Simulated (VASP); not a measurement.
# SrO (P6_3/mmc) in VASP: notebook

Runs on SrO. Level: PBE. Tasks: single point.

All numbers are computed with VASP 6.6.1; they aren't measurements. Logs are shortened: lines on timing, memory, paths and dates and some standing lists are left out, and cuts for length are marked.

### 1 The cell of the first run

The structure is hexagonal, space group P6_3/mmc (No. 194). Conventional cell: a = 3.504 Å, b = 3.504 Å, c = 6.116 Å, α = 90.00°, β = 90.00°, γ = 120.00°. Within 3.3 Å of Sr (site symmetry -6m2) lie 6 O at 2.54 Å. O (site symmetry -3m) has 6 Sr at 2.54 Å and 2 O at 3.06 Å within 3.3 Å.

### 2 Single point, PBE (volume changed by -6%)

INCAR

```
ALGO = Normal ; EDIFF = 1E-7
ENCUT = 520 ; GGA = PE
ISIF = 2 ; ISMEAR = 0
LASPH = T ; LCHARG = F
LREAL = F ; LWAVE = F
NBANDS = 24 ; NELM = 80
PREC = Accurate ; SIGMA = 0.01
```

KPOINTS

```
k-points
0
Gamma
  6 6 4
```

POSCAR

```
SrO
1.0
    3.5037784468      0.0000000000      0.0000000000
   -1.7518892234      3.0343611441      0.0000000000
    0.0000000000      0.0000000000      6.1155218144
Sr O
2 2
Direct
    0.3333333333      0.6666666667      0.2500000000
    0.6666666667      0.3333333333      0.7500000000
    0.0000000000      0.0000000000      0.0000000000
    0.0000000000      0.0000000000      0.5000000000
```

Potentials or basis: VASP PAW PBE potentials, release 64 (Sr_sv, O).

Launch:

```bash
$ cat potpaw_PBE.64/Sr_sv/POTCAR potpaw_PBE.64/O/POTCAR > POTCAR
$ mpirun -np 1 vasp_std > vasp.out
```

OUTCAR:

```text
EDIFF = 1E-7
   ENCUT = 520
   GGA = PE
   ISIF = 2
   ISMEAR = 0
   LASPH = T
   LREAL = F
   NELM = 80
   PREC = Accurate

 ion  position               nearest neighbor table
   1  0.333  0.667  0.250-   3 2.54   4 2.54   3 2.54   4 2.54   3 2.54   4 2.54   2 3.67   2 3.67
                             2 3.67   2 3.67   2 3.67   2 3.67   2 5.07   2 5.07   2 5.07   2 5.07
   2  0.667  0.333  0.750-   3 2.54   4 2.54   3 2.54   4 2.54   3 2.54   4 2.54   1 3.67   1 3.67
                             1 3.67   1 3.67   1 3.67   1 3.67   1 5.07   1 5.07   1 5.07   1 5.07
   3  0.000  0.000  0.000-   1 2.54   2 2.54   1 2.54   2 2.54   2 2.54   1 2.54
   4  0.000  0.000  0.500-   1 2.54   2 2.54   1 2.54   2 2.54   2 2.54   1 2.54

  LATTYP: Found a hexagonal cell.
 ALAT       =     3.5037784468
 C/A-ratio  =     1.7454076812

  Lattice vectors:

 A1 = (   3.5037784468,   0.0000000000,   0.0000000000)
 A2 = (  -1.7518892234,   3.0343611441,   0.0000000000)
 A3 = (   0.0000000000,   0.0000000000,   6.1155218144)

Analysis of symmetry for initial positions (statically):
=====================================================================
 Subroutine PRICEL returns:
 Original cell was already a primitive cell.

 Routine SETGRP: Setting up the symmetry group for a
 hexagonal supercell.

 Subroutine GETGRP returns: Found 24 space group operations
 (whereof 12 operations were pure point group operations)
 out of a pool of 24 trial point group operations.

The static configuration has the point symmetry D_3d.
 The point group associated with its full space group is D_6h.

Analysis of symmetry for dynamics (positions and initial velocities):
=====================================================================
 Subroutine PRICEL returns:
 Original cell was already a primitive cell.

 Routine SETGRP: Setting up the symmetry group for a
 hexagonal supercell.

 Subroutine GETGRP returns: Found 24 space group operations
 (whereof 12 operations were pure point group operations)
 out of a pool of 24 trial point group operations.

The dynamic configuration has the point symmetry D_3d.
 The point group associated with its full space group is D_6h.

 Subroutine INISYM returns: Found 24 space group operations
 (whereof 12 operations are pure point group operations),
 and found     1 'primitive' translations

----------------------------------------------------------------------------------------

                                     Primitive cell

  volume of cell :      65.0186

  direct lattice vectors                    reciprocal lattice vectors
     3.503778447  0.000000000  0.000000000     0.285406174  0.164779331  0.000000000
    -1.751889223  3.034361144  0.000000000     0.000000000  0.329558662  0.000000000
     0.000000000  0.000000000  6.115521814     0.000000000  0.000000000  0.163518344

  length of vectors
     3.503778447  3.503778447  6.115521814     0.329558662  0.329558662  0.163518344

  position of ions in fractional coordinates (direct lattice)
     0.333333333  0.666666667  0.250000000
     0.666666667  0.333333333  0.750000000
     0.000000000  0.000000000  0.000000000
     0.000000000  0.000000000  0.500000000

  ion indices of the primitive-cell ions
   primitive index   ion index
                 1           1
                 2           2
                 3           3
                 4           4

----------------------------------------------------------------------------------------

 KPOINTS: k-points

Automatic generation of k-mesh.
 Grid dimensions read from file:
 generate k-points for:    6    6    4

 Generating k-lattice:

  Cartesian coordinates                     Fractional coordinates (reciprocal lattice)
     0.047567696  0.027463222  0.000000000     0.166666667  0.000000000  0.000000000
     0.000000000  0.054926444  0.000000000     0.000000000  0.166666667  0.000000000
     0.000000000  0.000000000  0.040879586     0.000000000  0.000000000  0.250000000

  Length of vectors
     0.054926444  0.054926444  0.040879586

  Shift w.r.t. Gamma in fractional coordinates (k-lattice)
     0.000000000  0.000000000  0.000000000

 Subroutine IBZKPT returns following result:
 ===========================================

 Found     21 irreducible k-points:

 Following reciprocal coordinates:
            Coordinates               Weight
  0.000000  0.000000  0.000000      1.000000
  0.166667 -0.000000  0.000000      6.000000
  0.333333 -0.000000  0.000000      6.000000
  0.500000 -0.000000  0.000000      3.000000
  0.166667  0.166667  0.000000      6.000000
  0.333333  0.166667  0.000000     12.000000
[... 13 lines left out ...]
  0.333333  0.166667  0.500000     12.000000
  0.333333  0.333333  0.500000      2.000000
   k-points           NKPTS =     21   k-points in BZ     NKDIM =     21   number of bands    NBANDS=     24
   number of dos      NEDOS =    301   number of ions     NIONS =      4
   total plane-waves  NPLWV =  37632
   dimension x,y,z NGX =    28 NGY =   28 NGZ =   48
   dimension x,y,z NGXF=    56 NGYF=   56 NGZF=   96
   ions per type =               2   2
   NGX,Y,Z   is equivalent  to a cutoff of  13.29, 13.29, 13.05 a.u.
   NGXF,Y,Z  is equivalent  to a cutoff of  26.57, 26.57, 26.10 a.u.
 SYSTEM =  unknown system
   PREC   = accura    normal or accurate (medium, high low for compatibility)
   ISTART =      0    job   : 0-new  1-cont  2-samecut
   ICHARG =      2    charge: 1-file 2-atom 10-const
   ISPIN  =      1    spin polarized calculation?
   LNONCOLLINEAR =      F non collinear calculations
   LSORBIT =      F    spin-orbit coupling
   LASPH  =      T    aspherical Exc in radial PAW
   ENCUT  =  520.0 eV  38.22 Ry    6.18 a.u.   6.51  6.51 11.37*2*pi/ulx,y,z
   NELM   =     80;   NELMIN=  2; NELMDL= -5     # of ELM steps
   EDIFF  = 0.1E-06   stopping-criterion for ELM
   LREAL  =      F    real-space projection
   EDIFFG = 0.1E-05   stopping-criterion for IOM
   NSW    =      0    number of steps for IOM
   IBRION =     -1    ionic relax: 0-MD 1-quasi-New 2-CG
   NFREE  =      0    steps in history (QN), initial steepest desc. (CG)
   ISIF   =      2    stress and relaxation
   ISYM   =      2    0-nonsym 1-usesym 2-fastsym
   POTIM  = 0.5000    time-step for ionic-motion
   TEBEG  =    0.0;   TEEND  =   0.0 temperature during run
   PSTRESS=    0.0 pullay stress
   NELECT =      32.0000    total number of electrons
   NUPDOWN=      -1.0000    fix difference up-down
   EMIN   =  10.00;   EMAX   =-10.00  energy-range for DOS
   EFERMI =   0.00;   METHOD = LEGACY
   ISMEAR =     0;   SIGMA  =   0.01  broadening in eV -4-tet -1-fermi 0-gaus
   EFERMI_NEDOS =   21; number of points for ismear=-14 and -15
   IALGO  =     38    algorithm
   IMIX   =      4    mixing-type and parameters
     AMIX     =   0.40;   BMIX     =  1.00
     AMIX_MAG =   1.60;   BMIX_MAG =  1.00
  volume/ion in A,a.u.               =      16.25       109.69
  Fermi-wavevector in a.u.,A,eV,Ry     =   1.292545  2.442556 22.730881  1.670673
  Thomas-Fermi vector in A             =   2.424246
   LORBIT       =      0    0 simple, 1 ext, 2 COOP (PROOUT), +10 PAW based schemes
   GGA     = PE    functional components
   LHFCALC =     F    Hartree Fock is set to
   AEXX    =    0.0000 exact exchange contribution
   IVDW    =     0    specifies the selected vdW correction
   LEPSILON=     F    determine dielectric tensor
   LRPA    =     F    only Hartree local field effects (RPA)
 non-spin polarized calculation
 Gauss-broadening in eV      SIGMA  =   0.01
  energy-cutoff  :      520.00
  volume of cell :       65.02
 maximum number of plane-waves:      1786
 NGX is ok and might be reduce to    28
   NGX = 13   NGY = 13   NGZ = 23

 number of electron      32.0000012 magnetization

 Free energy of the ion-electron system (eV)
  ---------------------------------------------------
  ext. energy  EPLUGINS =         0.00000000
  ---------------------------------------------------
  free energy    TOTEN  =       -23.65846626 eV

  energy without entropy =      -23.65846626  energy(sigma->0) =      -23.65846626

 E-fermi :   2.5095     XC(G=0): -10.2334

 val. band max:        2.4615094900   @ k =   0.0000   0.0000   0.0000
 cond. band min:       5.5182668439   @ k =   0.5000  -0.0000   0.0000
 fundamental gap:      3.0567573539
 Fermi energy:         2.5095400379

 k-point     1 :       0.0000    0.0000    0.0000
  band No.  band energies     occupation
      1     -30.4152      2.00000
      2     -30.2820      2.00000
      3     -14.8174      2.00000
      4     -13.1939      2.00000
      5     -12.0382      2.00000
      6     -12.0382      2.00000
[... 16 lines left out ...]
     23       9.9261      0.00000
     24      10.9279      0.00000

 k-point     2 :       0.1667   -0.0000    0.0000
  band No.  band energies     occupation
      1     -30.3737      2.00000
      2     -30.2573      2.00000
      3     -14.5893      2.00000
      4     -13.7304      2.00000
      5     -12.3085      2.00000
      6     -12.1400      2.00000
[... 16 lines left out ...]
     23      10.4059      0.00000
     24      10.4078      0.00000

 k-point     3 :       0.3333   -0.0000    0.0000
  band No.  band energies     occupation
      1     -30.2848      2.00000
      2     -30.2117      2.00000
      3     -14.4371      2.00000
      4     -13.9663      2.00000
      5     -12.7948      2.00000
      6     -12.3028      2.00000
[... 16 lines left out ...]
     23      11.3750      0.00000
     24      11.4234      0.00000
[... 433 lines left out ...]
 k-point    20 :       0.3333    0.1667    0.5000
  band No.  band energies     occupation
      1     -30.2142      2.00000
      2     -30.2142      2.00000
      3     -14.2596      2.00000
      4     -14.2596      2.00000
      5     -12.5713      2.00000
      6     -12.5713      2.00000
[... 16 lines left out ...]
     23      11.9126      0.00000
     24      11.9126      0.00000

 k-point    21 :       0.3333    0.3333    0.5000
  band No.  band energies     occupation
      1     -30.1970      2.00000
      2     -30.1970      2.00000
      3     -14.1906      2.00000
      4     -14.1906      2.00000
      5     -12.8854      2.00000
      6     -12.8854      2.00000
[... 16 lines left out ...]
     23      12.0655      0.00000
     24      12.0655      0.00000

------------------------ aborting loop because EDIFF is reached ----------------------------------------

  FORCE on cell =-STRESS in cart. coord.  units (eV):
  Direction    XX          YY          ZZ          XY          YZ          ZX
  --------------------------------------------------------------------------------------
  -------------------------------------------------------------------------------------
  Total        2.5055577      2.5055577      2.8765773      0.0000000      0.0000000      0.0000000
  in kB       61.7415559     61.7415558     70.8841606      0.0000000      0.0000000      0.0000000
  external PRESSURE =      64.7890908 kB  Pullay stress =       0.0000000 kB

 VOLUME and BASIS-vectors are now :
 -----------------------------------------------------------------------------
  energy-cutoff  :      520.00
  volume of cell :       65.02
      direct lattice vectors                 reciprocal lattice vectors
     3.503778447  0.000000000  0.000000000     0.285406174  0.164779331  0.000000000
    -1.751889223  3.034361144  0.000000000     0.000000000  0.329558662  0.000000000
     0.000000000  0.000000000  6.115521814     0.000000000  0.000000000  0.163518344

 POSITION                                       TOTAL-FORCE (eV/Angst)
 -----------------------------------------------------------------------------------
     -0.00000      2.02291      1.52888        -0.000000     -0.000000      0.000000
      1.75189      1.01145      4.58664         0.000000      0.000000      0.000000
      0.00000      0.00000      0.00000         0.000000      0.000000      0.000000
      0.00000      0.00000      3.05776         0.000000      0.000000      0.000000
 -----------------------------------------------------------------------------------
    total drift:                               -0.000000      0.000000     -0.000000

  FREE ENERGIE OF THE ION-ELECTRON SYSTEM (eV)
  ---------------------------------------------------
  free  energy   TOTEN  =       -23.6584662633 eV

  energy  without entropy=      -23.6584662633  energy(sigma->0) =      -23.65846626
```

It took 19 s on 1 thread of Intel Xeon 6975P-C (Granite Rapids), shared host; peak memory 0.19 GiB.

Results:

- Free energy: -23.6585 eV
- Pressure: 6.5 GPa
- Band gap on the k mesh: 3.06 eV, indirect (least direct gap 3.31 eV)

Stress tensor (GPa, compression positive):
```
6.17 0.00 0.00
0.00 6.17 0.00
0.00 0.00 7.09
```

Levels at points of the mesh, in eV from the valence-band top:
| k point | band 12 | band 13 | band 14 | band 15 | band 16 | band 17 | band 18 | band 19 | band 20 | band 21 |
| --- | --- | --- | --- | --- | --- | --- | --- | --- | --- | --- |
| (0.00, 0.00, 0.00) | -1.12 | -1.12 | -0.86 | -0.86 | 0.00 | 3.33 | 5.13 | 5.17 | 6.26 | 6.26 |
| (0.50, 0.00, 0.00) | -1.56 | -1.54 | -1.38 | -0.56 | -0.26 | 3.06 | 5.87 | 6.10 | 8.38 | 9.12 |
| (0.00, 0.00, 0.50) | -1.69 | -1.03 | -1.03 | -1.03 | -1.03 | 4.90 | 4.90 | 6.12 | 6.12 | 7.31 |
| (0.50, 0.00, 0.50) | -1.80 | -1.34 | -1.34 | -1.06 | -1.06 | 4.39 | 4.39 | 6.88 | 6.88 | 9.39 |

 A k mesh can miss the band edges.

(Part 1 of 2 ends here.)
